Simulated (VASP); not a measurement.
# BeTe (F-43m) in VASP: notebook

The runs below take BeTe through single point, with r2SCAN.

Everything below comes from runs of VASP 6.6.1. Logs are shortened: lines on timing, memory, paths and dates and some standing lists are left out, and cuts for length are marked.

### Step 1. The cell of the first run

Symmetry: F-43m, No. 216, cubic system. Conventional cell: a = 5.501 Å, b = 5.501 Å, c = 5.501 Å, α = 90.00°, β = 90.00°, γ = 90.00°. Within 3.1 Å of Be (site symmetry -43m) lie 4 Te at 2.38 Å. Te (site symmetry -43m) has 4 Be at 2.38 Å within 3.1 Å.

### Step 2. Single point, r2SCAN

File POSCAR:

```
BeTe
1.0
    0.0000000000      2.7505950000      2.7505950000
    2.7505950000      0.0000000000      2.7505950000
    2.7505950000      2.7505950000      0.0000000000
Be Te
1 1
Direct
    0.0000000000      0.0000000000      0.0000000000
    0.2500000000      0.2500000000      0.2500000000
```

File INCAR.step1:

```
PREC = Accurate
ENCUT = 520
ISMEAR = 1
SIGMA = 0.0163
LREAL = F
LASPH = T
NELM = 100
NBANDS = 11
GGA = PE
ALGO = Normal
EDIFF = 1E-4
LWAVE = T
LCHARG = F
```

File INCAR.step2:

```
PREC = Accurate
ENCUT = 520
EDIFF = 1E-6
ISMEAR = 1
SIGMA = 0.0163
LREAL = F
LASPH = T
NELM = 100
ALGO = Normal
ISIF = 2
LWAVE = F
LCHARG = T
METAGGA = R2SCAN
LMIXTAU = T
LELF = T
LVHAR = T
NBANDS = 11
ISTART = 1
```

File KPOINTS:

```
regular mesh
0
Gamma
  8 8 8
```

Potentials or basis: VASP PAW PBE potentials, release 64 (Be, Te).

The run is started by

```
cat potpaw_PBE.64/Be/POTCAR potpaw_PBE.64/Te/POTCAR > POTCAR
cp INCAR.step1 INCAR
mpirun -np 1 vasp_std > vasp.out
cp INCAR.step2 INCAR
mpirun -np 1 vasp_std > vasp.out
```

OUTCAR:

```text
PREC = Accurate
   ENCUT = 520
   EDIFF = 1E-6
   ISMEAR = 1
   LREAL = F
   LASPH = T
   NELM = 100
   ISIF = 2
   METAGGA = R2SCAN
   ISTART = 1

 ion  position               nearest neighbor table
   1  0.000  0.000  0.000-   2 2.38   2 2.38   2 2.38   2 2.38
   2  0.250  0.250  0.250-   1 2.38   1 2.38   1 2.38   1 2.38

  LATTYP: Found a face centered cubic cell.
 ALAT       =     5.5011900000

  Lattice vectors:

 A1 = (   0.0000000000,   2.7505950000,   2.7505950000)
 A2 = (   2.7505950000,   0.0000000000,   2.7505950000)
 A3 = (   2.7505950000,   2.7505950000,   0.0000000000)

Analysis of symmetry for initial positions (statically):
=====================================================================
 Subroutine PRICEL returns:
 Original cell was already a primitive cell.

 Routine SETGRP: Setting up the symmetry group for a
 face centered cubic supercell.

 Subroutine GETGRP returns: Found 24 space group operations
 (whereof 24 operations were pure point group operations)
 out of a pool of 48 trial point group operations.

The static configuration has the point symmetry T_d .

Analysis of symmetry for dynamics (positions and initial velocities):
=====================================================================
 Subroutine PRICEL returns:
 Original cell was already a primitive cell.

 Routine SETGRP: Setting up the symmetry group for a
 face centered cubic supercell.

 Subroutine GETGRP returns: Found 24 space group operations
 (whereof 24 operations were pure point group operations)
 out of a pool of 48 trial point group operations.

The dynamic configuration has the point symmetry T_d .

 Subroutine INISYM returns: Found 24 space group operations
 (whereof 24 operations are pure point group operations),
 and found     1 'primitive' translations

----------------------------------------------------------------------------------------

                                     Primitive cell

  volume of cell :      41.6208

  direct lattice vectors                    reciprocal lattice vectors
     0.000000000  2.750595000  2.750595000    -0.181778851  0.181778851  0.181778851
     2.750595000  0.000000000  2.750595000     0.181778851 -0.181778851  0.181778851
     2.750595000  2.750595000  0.000000000     0.181778851  0.181778851 -0.181778851

  length of vectors
     3.889928754  3.889928754  3.889928754     0.314850207  0.314850207  0.314850207

  position of ions in fractional coordinates (direct lattice)
     0.000000000  0.000000000  0.000000000
     0.250000000  0.250000000  0.250000000

  ion indices of the primitive-cell ions
   primitive index   ion index
                 1           1
                 2           2

----------------------------------------------------------------------------------------

 KPOINTS: regular mesh

Automatic generation of k-mesh.
 Grid dimensions read from file:
 generate k-points for:    8    8    8

 Generating k-lattice:

  Cartesian coordinates                     Fractional coordinates (reciprocal lattice)
    -0.022722356  0.022722356  0.022722356     0.125000000  0.000000000  0.000000000
     0.022722356 -0.022722356  0.022722356     0.000000000  0.125000000  0.000000000
     0.022722356  0.022722356 -0.022722356     0.000000000  0.000000000  0.125000000

  Length of vectors
     0.039356276  0.039356276  0.039356276

  Shift w.r.t. Gamma in fractional coordinates (k-lattice)
     0.000000000  0.000000000  0.000000000

 Subroutine IBZKPT returns following result:
 ===========================================

 Found     29 irreducible k-points:

 Following reciprocal coordinates:
            Coordinates               Weight
  0.000000  0.000000  0.000000      1.000000
  0.125000  0.000000  0.000000      8.000000
  0.250000  0.000000  0.000000      8.000000
  0.375000  0.000000  0.000000      8.000000
  0.500000  0.000000  0.000000      4.000000
  0.125000  0.125000  0.000000      6.000000
[... 16 lines left out ...]
  0.500000  0.250000  0.125000     48.000000
 -0.375000  0.250000  0.125000     24.000000
 [... further k-points ...]
   k-points           NKPTS =     29   k-points in BZ     NKDIM =     29   number of bands    NBANDS=     11
   number of dos      NEDOS =    301   number of ions     NIONS =      2
   total plane-waves  NPLWV =  27000
   dimension x,y,z NGX =    30 NGY =   30 NGZ =   30
   dimension x,y,z NGXF=    60 NGYF=   60 NGZF=   60
   ions per type =               1   1
   NGX,Y,Z   is equivalent  to a cutoff of  12.82, 12.82, 12.82 a.u.
   NGXF,Y,Z  is equivalent  to a cutoff of  25.64, 25.64, 25.64 a.u.
 SYSTEM =  unknown system
   PREC   = accura    normal or accurate (medium, high low for compatibility)
   ISTART =      1    job   : 0-new  1-cont  2-samecut
   ICHARG =      0    charge: 1-file 2-atom 10-const
   ISPIN  =      1    spin polarized calculation?
   LNONCOLLINEAR =      F non collinear calculations
   LSORBIT =      F    spin-orbit coupling
   LASPH  =      T    aspherical Exc in radial PAW
   ENCUT  =  520.0 eV  38.22 Ry    6.18 a.u.   7.23  7.23  7.23*2*pi/ulx,y,z
   NELM   =    100;   NELMIN=  2; NELMDL=  0     # of ELM steps
   EDIFF  = 0.1E-05   stopping-criterion for ELM
   LREAL  =      F    real-space projection
   EDIFFG = 0.1E-04   stopping-criterion for IOM
   NSW    =      0    number of steps for IOM
   IBRION =     -1    ionic relax: 0-MD 1-quasi-New 2-CG
   NFREE  =      0    steps in history (QN), initial steepest desc. (CG)
   ISIF   =      2    stress and relaxation
   ISYM   =      2    0-nonsym 1-usesym 2-fastsym
   POTIM  = 0.5000    time-step for ionic-motion
   TEBEG  =    0.0;   TEEND  =   0.0 temperature during run
   PSTRESS=    0.0 pullay stress
   NELECT =       8.0000    total number of electrons
   NUPDOWN=      -1.0000    fix difference up-down
   EMIN   =  10.00;   EMAX   =-10.00  energy-range for DOS
   EFERMI =   0.00;   METHOD = LEGACY
   ISMEAR =     1;   SIGMA  =   0.02  broadening in eV -4-tet -1-fermi 0-gaus
   EFERMI_NEDOS =   21; number of points for ismear=-14 and -15
   IALGO  =     38    algorithm
   IMIX   =      4    mixing-type and parameters
     AMIX     =   0.40;   BMIX     =  1.00
     AMIX_MAG =   1.60;   BMIX_MAG =  1.00
  volume/ion in A,a.u.               =      20.81       140.44
  Fermi-wavevector in a.u.,A,eV,Ry     =   0.944789  1.785392 12.144918  0.892626
  Thomas-Fermi vector in A             =   2.072628
   LORBIT       =      0    0 simple, 1 ext, 2 COOP (PROOUT), +10 PAW based schemes
   METAGGA = R2SCAN    functional components
   LHFCALC =     F    Hartree Fock is set to
   AEXX    =    0.0000 exact exchange contribution
   IVDW    =     0    specifies the selected vdW correction
   LEPSILON=     F    determine dielectric tensor
   LRPA    =     F    only Hartree local field effects (RPA)
 non-spin polarized calculation
 Methfessel and Paxton  Order N= 1 SIGMA  =   0.02
  energy-cutoff  :      520.00
  volume of cell :       41.62
 maximum number of plane-waves:      1139
 NGX is ok and might be reduce to    30
   NGX = 15   NGY = 15   NGZ = 15

 number of electron       8.0000000 magnetization

 Free energy of the ion-electron system (eV)
  ---------------------------------------------------
  ext. energy  EPLUGINS =         0.00000000
  ---------------------------------------------------
  free energy    TOTEN  =       -30.61744872 eV

  energy without entropy =      -30.61745426  energy(sigma->0) =      -30.61745057

 E-fermi :   5.7837     XC(G=0):  -9.7783

 val. band max:        5.7700286479   @ k =   0.0000   0.0000   0.0000
 cond. band min:       7.9192131246   @ k =   0.5000   0.5000   0.0000
 fundamental gap:      2.1491844767
 Fermi energy:         5.7837491895

 k-point     1 :       0.0000    0.0000    0.0000
  band No.  band energies     occupation
      1      -7.5340      2.00000
      2       5.7700      2.00011
      3       5.7700      1.99994
      4       5.7700      1.99994
      5       9.7016      0.00000
      6       9.7016      0.00000
      7       9.7016      0.00000
      8      10.8521      0.00000
      9      14.9344      0.00000
     10      16.6514      0.00000
     11      16.6514      0.00000

 k-point     2 :       0.1250    0.0000    0.0000
  band No.  band energies     occupation
      1      -7.3604      2.00000
      2       4.3392      2.00000
      3       5.4959      2.00000
      4       5.4959      2.00000
      5       9.8764      0.00000
      6      10.0978      0.00000
      7      10.0978      0.00000
      8      11.9904      0.00000
      9      15.3883      0.00000
     10      15.6704      0.00000
     11      15.6704      0.00000

 k-point     3 :       0.2500    0.0000    0.0000
  band No.  band energies     occupation
      1      -6.8760      2.00000
      2       2.0881      2.00000
      3       4.9902      2.00000
      4       4.9902      2.00000
      5       9.7302      0.00000
      6      10.6831      0.00000
      7      10.6832      0.00000
      8      13.8674      0.00000
      9      15.4011      0.00000
     10      15.4011      0.00000
     11      15.7352      0.00000

 k-point     4 :       0.3750    0.0000    0.0000
  band No.  band energies     occupation
      1      -6.2421      2.00000
      2       0.2663      2.00000
      3       4.6043      2.00000
      4       4.6043      2.00000
      5       9.5770      0.00000
      6      10.7851      0.00000
      7      10.7851      0.00000
      8      14.3263      0.00000
      9      16.6378      0.00000
     10      16.6378      0.00000
     11      16.7735      0.00000
[... 239 lines left out ...]
 k-point    22 :       0.3750    0.2500    0.1250
  band No.  band energies     occupation
      1      -6.4708      2.00000
      2       1.8376      2.00000
      3       3.1904      2.00000
      4       4.3661      2.00000
      5       9.7314      0.00000
      6      11.3817      0.00000
      7      11.5742      0.00000
      8      12.7874      0.00000
      9      15.7484      0.00000
     10      17.4790      0.00000
     11      18.0491      0.00000

 k-point    23 :       0.5000    0.2500    0.1250
  band No.  band energies     occupation
      1      -5.8999      2.00000
      2       0.5908      2.00000
      3       2.6081      2.00000
      4       3.8362      2.00000
      5      10.2381      0.00000
      6      10.9893      0.00000
      7      12.3669      0.00000
      8      13.4499      0.00000
      9      16.5826      0.00000
     10      17.1243      0.00000
     11      19.1488      0.00000

 k-point    24 :      -0.3750    0.2500    0.1250
  band No.  band energies     occupation
      1      -5.6014      2.00000
      2      -0.0093      2.00000
      3       2.4995      2.00000
      4       3.5758      2.00000
      5      10.3914      0.00000
      6      10.6752      0.00000
      7      13.2797      0.00000
      8      14.4315      0.00000
      9      14.9722      0.00000
     10      18.2862      0.00000
     11      18.7694      0.00000

 [... further k-points ...]
[... 5 lines left out ...]
  --------------------------------------------------------------------------------------
  -------------------------------------------------------------------------------------
  Total        1.5884013      1.5884013      1.5884013     -0.0000000     -0.0000000     -0.0000000
  in kB       61.1449874     61.1449874     61.1449874     -0.0000000     -0.0000000     -0.0000000
  external PRESSURE =      61.1449874 kB  Pullay stress =       0.0000000 kB

 VOLUME and BASIS-vectors are now :
 -----------------------------------------------------------------------------
  energy-cutoff  :      520.00
  volume of cell :       41.62
      direct lattice vectors                 reciprocal lattice vectors
     0.000000000  2.750595000  2.750595000    -0.181778851  0.181778851  0.181778851
     2.750595000  0.000000000  2.750595000     0.181778851 -0.181778851  0.181778851
     2.750595000  2.750595000  0.000000000     0.181778851  0.181778851 -0.181778851

 POSITION                                       TOTAL-FORCE (eV/Angst)
 -----------------------------------------------------------------------------------
      0.00000      0.00000      0.00000         0.000000      0.000000      0.000000
      1.37530      1.37530      1.37530        -0.000000     -0.000000     -0.000000
 -----------------------------------------------------------------------------------
    total drift:                                0.000000      0.000000      0.000000

  FREE ENERGIE OF THE ION-ELECTRON SYSTEM (eV)
  ---------------------------------------------------
  free  energy   TOTEN  =       -30.6174487206 eV

  energy  without entropy=      -30.6174542581  energy(sigma->0) =      -30.61745057
```

Run time: 72 s. Hardware: 1 thread of Intel Xeon Platinum 8259CL at 2.50GHz (Skylake/Cascade Lake), shared host; peak memory 0.17 GiB.

Results:

* Free energy: -30.6174 eV
* Pressure: 6.1 GPa
* Band gap on the k mesh: 2.15 eV, indirect (least direct gap 3.93 eV)

Caveat: the PAW data sets were made with another functional, which shifts forces and pressure a little; spin-orbit coupling is left out, which moves the levels of the heavy elements. r2SCAN opens gaps a little over a GGA but as a rule still falls short of measured ones.

### Step 3. Single point, r2SCAN

POSCAR is that of step 2.

INCAR.step1, as its differences from that of step 2:

```diff
@@ -6,3 +6,3 @@
 LASPH = T
-NELM = 100
+NELM = 60
 NBANDS = 11
```

File INCAR.step2:

```
PREC = Accurate
ENCUT = 520
EDIFF = 1E-7
ISMEAR = 1
SIGMA = 0.0163
LREAL = F
LASPH = T
NELM = 60
ALGO = Normal
ISIF = 2
LWAVE = F
LCHARG = F
METAGGA = R2SCAN
LMIXTAU = T
NBANDS = 11
ISTART = 1
```

File KPOINTS:

```
regular mesh
0
Gamma
  6 6 6
```

Potentials or basis: VASP PAW PBE potentials, release 64 (Be, Te).

The run is started by

```
cat potpaw_PBE.64/Be/POTCAR potpaw_PBE.64/Te/POTCAR > POTCAR
cp INCAR.step1 INCAR
mpirun -np 1 vasp_std > vasp.out
cp INCAR.step2 INCAR
mpirun -np 1 vasp_std > vasp.out
```

It took 80 s on 1 thread of Intel Xeon 8259CL, shared host; peak memory 0.17 GiB.

Results (log left out):

```
Free energy            : -30.6114 eV
Pressure               : 6.2 GPa
Band gap on the k mesh : 2.15 eV, indirect (least direct gap 3.93 eV)
```

Levels at points of the mesh, in eV from the valence-band top:
| k point | band 2 | band 3 | band 4 | band 5 | band 6 | band 7 |
| --- | --- | --- | --- | --- | --- | --- |
| (0.00, 0.00, 0.00) | 0.00 | 0.00 | 0.00 | 3.93 | 3.93 | 3.93 |
| (0.50, 0.00, 0.00) | -6.26 | -1.30 | -1.30 | 3.75 | 4.96 | 4.96 |
| (0.50, 0.50, 0.00) | -5.76 | -3.04 | -3.04 | 2.15 | 2.87 | 11.03 |

Caveat: the PAW data sets were made with another functional, which shifts forces and pressure a little; spin-orbit coupling is left out, which moves the levels of the heavy elements.
